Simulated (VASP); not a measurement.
# Zn (P6_3/mmc) in VASP: single point with PBEsol

Aim: the single point of Zn with PBEsol.

Everything below comes from runs of VASP 6.6.1. Logs are shortened: lines on timing, memory, paths and dates and some standing lists are left out, and cuts for length are marked.

### Step 1. The cell of the first run

Symmetry: P6_3/mmc, No. 194, hexagonal system. The conventional cell has a = 2.660 Å, b = 2.660 Å, c = 4.937 Å, α = 90.00°, β = 90.00°, γ = 120.00°. Within 3.5 Å of Zn (site symmetry -6m2) lie 12 Zn at 2.66 to 2.91 Å.

### Step 2. Single point, PBEsol

The input, INCAR:

```
ALGO = Normal
EDIFF = 1E-6
ENCUT = 520
GGA = PS
ISIF = 2
ISMEAR = 0
LASPH = True
LCHARG = False
LREAL = False
LWAVE = False
NBANDS = 19
NELM = 100
PREC = Accurate
SIGMA = 0.05
```

The input, KPOINTS:

```
k-points
0
Gamma
  14 14 8
```

The input, POSCAR:

```
Zn
1.0
    2.6600011806      0.0000000000      0.0000000000
   -1.3300005903      2.3036285965      0.0000000000
    0.0000000000      0.0000000000      4.9369621911
Zn
2
Direct
    0.3333333333      0.6666666667      0.7500000000
    0.6666666667      0.3333333333      0.2500000000
```

Potentials or basis: VASP PAW PBE potentials, release 64 (Zn).

Launch:

```console
$ cat potpaw_PBE.64/Zn/POTCAR > POTCAR
$ mpirun -np 1 vasp_std > vasp.out
```

OUTCAR:

```text
EDIFF = 1E-6
   ENCUT = 520
   GGA = PS
   ISIF = 2
   ISMEAR = 0
   LASPH = True
   LREAL = False
   NELM = 100
   PREC = Accurate

 ion  position               nearest neighbor table
   1  0.333  0.667  0.750-   2 2.91   2 2.91   2 2.91   2 2.91   2 2.91   2 2.91
   2  0.667  0.333  0.250-   1 2.91   1 2.91   1 2.91   1 2.91   1 2.91   1 2.91

  LATTYP: Found a hexagonal cell.
 ALAT       =     2.6600011806
 C/A-ratio  =     1.8560000000

  Lattice vectors:

 A1 = (   2.6600011806,   0.0000000000,   0.0000000000)
 A2 = (  -1.3300005903,   2.3036285965,   0.0000000000)
 A3 = (   0.0000000000,   0.0000000000,   4.9369621911)

Analysis of symmetry for initial positions (statically):
=====================================================================
 Subroutine PRICEL returns:
 Original cell was already a primitive cell.

 Routine SETGRP: Setting up the symmetry group for a
 hexagonal supercell.

 Subroutine GETGRP returns: Found 24 space group operations
 (whereof 12 operations were pure point group operations)
 out of a pool of 24 trial point group operations.

The static configuration has the point symmetry D_3d.
 The point group associated with its full space group is D_6h.

Analysis of symmetry for dynamics (positions and initial velocities):
=====================================================================
 Subroutine PRICEL returns:
 Original cell was already a primitive cell.

 Routine SETGRP: Setting up the symmetry group for a
 hexagonal supercell.

 Subroutine GETGRP returns: Found 24 space group operations
 (whereof 12 operations were pure point group operations)
 out of a pool of 24 trial point group operations.

The dynamic configuration has the point symmetry D_3d.
 The point group associated with its full space group is D_6h.

 Subroutine INISYM returns: Found 24 space group operations
 (whereof 12 operations are pure point group operations),
 and found     1 'primitive' translations

----------------------------------------------------------------------------------------

                                     Primitive cell

  volume of cell :      30.2520

  direct lattice vectors                    reciprocal lattice vectors
     2.660001181  0.000000000  0.000000000     0.375939683  0.217048877  0.000000000
    -1.330000590  2.303628596  0.000000000     0.000000000  0.434097754  0.000000000
     0.000000000  0.000000000  4.936962191     0.000000000  0.000000000  0.202553708

  length of vectors
     2.660001181  2.660001181  4.936962191     0.434097754  0.434097754  0.202553708

  position of ions in fractional coordinates (direct lattice)
     0.333333333  0.666666667  0.750000000
     0.666666667  0.333333333  0.250000000

  ion indices of the primitive-cell ions
   primitive index   ion index
                 1           1
                 2           2

----------------------------------------------------------------------------------------

 KPOINTS: k-points

Automatic generation of k-mesh.
 Grid dimensions read from file:
 generate k-points for:   14   14    8

 Generating k-lattice:

  Cartesian coordinates                     Fractional coordinates (reciprocal lattice)
     0.026852834  0.015503491  0.000000000     0.071428571  0.000000000  0.000000000
     0.000000000  0.031006982  0.000000000     0.000000000  0.071428571  0.000000000
     0.000000000  0.000000000  0.025319214     0.000000000  0.000000000  0.125000000

  Length of vectors
     0.031006982  0.031006982  0.025319214

  Shift w.r.t. Gamma in fractional coordinates (k-lattice)
     0.000000000  0.000000000  0.000000000

 Subroutine IBZKPT returns following result:
 ===========================================

 Found    120 irreducible k-points:

 Following reciprocal coordinates:
            Coordinates               Weight
  0.000000  0.000000  0.000000      1.000000
  0.071429  0.000000  0.000000      6.000000
  0.142857 -0.000000  0.000000      6.000000
  0.214286 -0.000000  0.000000      6.000000
  0.285714  0.000000  0.000000      6.000000
  0.357143  0.000000  0.000000      6.000000
[... 16 lines left out ...]
  0.285714  0.285714  0.000000      6.000000
  0.357143  0.285714  0.000000      6.000000
 [... further k-points ...]
   k-points           NKPTS =    120   k-points in BZ     NKDIM =    120   number of bands    NBANDS=     19
   number of dos      NEDOS =    301   number of ions     NIONS =      2
   total plane-waves  NPLWV =  16000
   dimension x,y,z NGX =    20 NGY =   20 NGZ =   40
   dimension x,y,z NGXF=    40 NGYF=   40 NGZF=   80
   ions per type =               2
   NGX,Y,Z   is equivalent  to a cutoff of  12.50, 12.50, 13.47 a.u.
   NGXF,Y,Z  is equivalent  to a cutoff of  25.00, 25.00, 26.94 a.u.
 SYSTEM =  unknown system
   PREC   = accura    normal or accurate (medium, high low for compatibility)
   ISTART =      0    job   : 0-new  1-cont  2-samecut
   ICHARG =      2    charge: 1-file 2-atom 10-const
   ISPIN  =      1    spin polarized calculation?
   LNONCOLLINEAR =      F non collinear calculations
   LSORBIT =      F    spin-orbit coupling
   LASPH  =      T    aspherical Exc in radial PAW
   ENCUT  =  520.0 eV  38.22 Ry    6.18 a.u.   4.95  4.95  9.18*2*pi/ulx,y,z
   NELM   =    100;   NELMIN=  2; NELMDL= -5     # of ELM steps
   EDIFF  = 0.1E-05   stopping-criterion for ELM
   LREAL  =      F    real-space projection
   EDIFFG = 0.1E-04   stopping-criterion for IOM
   NSW    =      0    number of steps for IOM
   IBRION =     -1    ionic relax: 0-MD 1-quasi-New 2-CG
   NFREE  =      0    steps in history (QN), initial steepest desc. (CG)
   ISIF   =      2    stress and relaxation
   ISYM   =      2    0-nonsym 1-usesym 2-fastsym
   POTIM  = 0.5000    time-step for ionic-motion
   TEBEG  =    0.0;   TEEND  =   0.0 temperature during run
   PSTRESS=    0.0 pullay stress
   NELECT =      24.0000    total number of electrons
   NUPDOWN=      -1.0000    fix difference up-down
   EMIN   =  10.00;   EMAX   =-10.00  energy-range for DOS
   EFERMI =   0.00;   METHOD = LEGACY
   ISMEAR =     0;   SIGMA  =   0.05  broadening in eV -4-tet -1-fermi 0-gaus
   EFERMI_NEDOS =   21; number of points for ismear=-14 and -15
   IALGO  =     38    algorithm
   IMIX   =      4    mixing-type and parameters
     AMIX     =   0.40;   BMIX     =  1.00
     AMIX_MAG =   1.60;   BMIX_MAG =  1.00
  volume/ion in A,a.u.               =      15.13       102.08
  Fermi-wavevector in a.u.,A,eV,Ry     =   1.515516  2.863910 31.249711  2.296789
  Thomas-Fermi vector in A             =   2.625029
   LORBIT       =      0    0 simple, 1 ext, 2 COOP (PROOUT), +10 PAW based schemes
   GGA     = PS    functional components
   LHFCALC =     F    Hartree Fock is set to
   AEXX    =    0.0000 exact exchange contribution
   IVDW    =     0    specifies the selected vdW correction
   LEPSILON=     F    determine dielectric tensor
   LRPA    =     F    only Hartree local field effects (RPA)
 non-spin polarized calculation
 Gauss-broadening in eV      SIGMA  =   0.05
  energy-cutoff  :      520.00
  volume of cell :       30.25
 maximum number of plane-waves:       837
 NGX is ok and might be reduce to    20
   NGX =  9   NGY =  9   NGZ = 19

 number of electron      24.0000012 magnetization

 Free energy of the ion-electron system (eV)
  ---------------------------------------------------
  ext. energy  EPLUGINS =         0.00000000
  ---------------------------------------------------
  free energy    TOTEN  =        -3.13772826 eV

  energy without entropy =       -3.13719580  energy(sigma->0) =       -3.13746203

 E-fermi :   2.9688     XC(G=0): -11.7299

 val. band max:        2.9601017121   @ k =   0.2143   0.2143   0.0000
 cond. band min:       3.0382225114   @ k =   0.2857   0.1429   0.0000
 fundamental gap:      0.0781207993
 Fermi energy:         2.9687633061

 k-point     1 :       0.0000    0.0000    0.0000
  band No.  band energies     occupation
      1      -7.4823      2.00000
      2      -5.6354      2.00000
      3      -4.9202      2.00000
      4      -4.6869      2.00000
      5      -4.6869      2.00000
      6      -4.6361      2.00000
[... 11 lines left out ...]
     18      22.0933      0.00000
     19      22.0970      0.00000

 k-point     2 :       0.0714    0.0000    0.0000
  band No.  band energies     occupation
      1      -7.3305      2.00000
      2      -5.5688      2.00000
      3      -4.9048      2.00000
      4      -4.7016      2.00000
      5      -4.6523      2.00000
      6      -4.6510      2.00000
[... 11 lines left out ...]
     18      21.0877      0.00000
     19      23.2260      0.00000

 k-point     3 :       0.1429   -0.0000    0.0000
  band No.  band energies     occupation
      1      -6.8855      2.00000
      2      -5.4005      2.00000
      3      -4.8779      2.00000
      4      -4.7321      2.00000
      5      -4.6661      2.00000
      6      -4.5489      2.00000
[... 11 lines left out ...]
     18      19.8478      0.00000
     19      21.2692      0.00000

 k-point     4 :       0.2143   -0.0000    0.0000
  band No.  band energies     occupation
      1      -6.2032      2.00000
      2      -5.2464      2.00000
      3      -4.8416      2.00000
      4      -4.7608      2.00000
      5      -4.7015      2.00000
      6      -4.5572      2.00000
[... 11 lines left out ...]
     18      18.7832      0.00000
     19      19.0224      0.00000

 k-point     5 :       0.2857    0.0000    0.0000
  band No.  band energies     occupation
      1      -5.5590      2.00000
      2      -5.2426      2.00000
      3      -4.9100      2.00000
      4      -4.7506      2.00000
      5      -4.6221      2.00000
      6      -4.5308      2.00000
[... 11 lines left out ...]
     18      18.1324      0.00000
     19      19.6538      0.00000
[... 334 lines left out ...]
      2      -5.0647      2.00000
      3      -4.9819      2.00000
      4      -4.7140      2.00000
      5      -4.6310      2.00000
      6      -4.5703      2.00000
[... 11 lines left out ...]
     18      12.7994      0.00000
     19      14.2962      0.00000

 k-point    22 :       0.3571    0.2143    0.0000
  band No.  band energies     occupation
      1      -5.1068      2.00000
      2      -5.0885      2.00000
      3      -4.9965      2.00000
      4      -4.6964      2.00000
      5      -4.6375      2.00000
      6      -4.5471      2.00000
[... 11 lines left out ...]
     18      12.4847      0.00000
     19      13.9614      0.00000

 k-point    23 :       0.2857    0.2857    0.0000
  band No.  band energies     occupation
      1      -5.0595      2.00000
      2      -4.9691      2.00000
      3      -4.9090      2.00000
      4      -4.7233      2.00000
      5      -4.6679      2.00000
      6      -4.6329      2.00000
[... 11 lines left out ...]
     18      10.8253      0.00000
     19      12.6208      0.00000

 k-point    24 :       0.3571    0.2857    0.0000
  band No.  band energies     occupation
      1      -5.0532      2.00000
      2      -4.9344      2.00000
      3      -4.8746      2.00000
      4      -4.7034      2.00000
      5      -4.7006      2.00000
      6      -4.6876      2.00000
[... 11 lines left out ...]
     18      10.2260      0.00000
     19      12.1676      0.00000

 [... further k-points ...]
[... 5 lines left out ...]
  --------------------------------------------------------------------------------------
  -------------------------------------------------------------------------------------
  Total       -0.7945837     -0.7945837     -1.0932585     -0.0000000      0.0000000     -0.0000000
  in kB      -42.0819784    -42.0819784    -57.9001033     -0.0000000      0.0000000     -0.0000000
  external PRESSURE =     -47.3546867 kB  Pullay stress =       0.0000000 kB

 VOLUME and BASIS-vectors are now :
 -----------------------------------------------------------------------------
  energy-cutoff  :      520.00
  volume of cell :       30.25
      direct lattice vectors                 reciprocal lattice vectors
     2.660001181  0.000000000  0.000000000     0.375939683  0.217048877  0.000000000
    -1.330000590  2.303628596  0.000000000     0.000000000  0.434097754  0.000000000
     0.000000000  0.000000000  4.936962191     0.000000000  0.000000000  0.202553708

 POSITION                                       TOTAL-FORCE (eV/Angst)
 -----------------------------------------------------------------------------------
     -0.00000      1.53575      3.70272        -0.000000      0.000000      0.000000
      1.33000      0.76788      1.23424         0.000000     -0.000000      0.000000
 -----------------------------------------------------------------------------------
    total drift:                               -0.000000      0.000000     -0.000000

  FREE ENERGIE OF THE ION-ELECTRON SYSTEM (eV)
  ---------------------------------------------------
  free  energy   TOTEN  =        -3.1377282589 eV

  energy  without entropy=       -3.1371957986  energy(sigma->0) =       -3.13746203
```

Run time: 84 s. Hardware: 1 thread of Intel Xeon 8259CL, shared host; peak memory 0.18 GiB.

What came out:

```yaml
Free_energy: -3.1377 eV
Pressure: -4.7 GPa
Band_gap_on_the_k_mesh: zero (band 12 reaches 4.38 eV, above the bottom of band 13 at -0.05 eV)
```

Levels at points of the mesh, in eV from the Fermi level:
```tsv
k point	band 8	band 9	band 10	band 11	band 12	band 13	band 14	band 15	band 16	band 17
(0.00, 0.00, 0.00)	-7.27	-7.27	-7.06	-7.06	-3.67	-3.02	13.67	17.31	17.47	17.47
(0.50, 0.00, 0.00)	-7.07	-6.88	-6.86	-2.86	-2.17	2.63	3.54	4.12	5.72	10.15
(0.00, 0.00, 0.50)	-7.61	-7.15	-7.15	-7.15	-7.15	4.61	4.61	18.76	18.76	18.76
(0.50, 0.00, 0.50)	-7.09	-6.87	-6.87	-1.89	-1.89	0.13	0.13	10.16	10.16	11.97
```

Caveat: the PAW data sets were made with another functional, which shifts forces and pressure a little.
